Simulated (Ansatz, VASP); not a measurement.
Two plane-wave programs on Ba

```xyz
2
Lattice="4.3241 0.0000 0.0000 -2.1620 3.7447 0.0000 0.0000 0.0000 7.1297" Properties=species:S:1:pos:R:3 pbc="T T T"
Ba    0.0000    2.4965    1.7824
Ba    2.1620    1.2482    5.3473
```

Alike in both runs: functional PBEsol; k mesh 6 × 6 × 4; occupations gaussian, width 0.1 eV; no spin polarisation.

Ansatz relaxed the structure, and its values are those at the end. VASP's run is a single point on that final structure, the one shown.

```csv
,VASP,Ansatz
version,VASP 6.6.1,Ansatz 0.2.0
potentials or method,"VASP PAW PBE potentials, release 64 (Ba_sv), cutoff 520 eV","scalar-relativistic, plane waves, PAW"
valence electrons in the cell,20,20
```

```tsv
	VASP	Ansatz	Ansatz less VASP
gap on the k mesh at the Fermi level (eV)	none	none	-
pressure (GPa)	0.2	0.1	-0.08
```

VASP's potentials were made for PBE, not for PBEsol. A gap of «none» marks a metal or a gap that the smearing closes.

Neither program's run includes spin-orbit coupling.
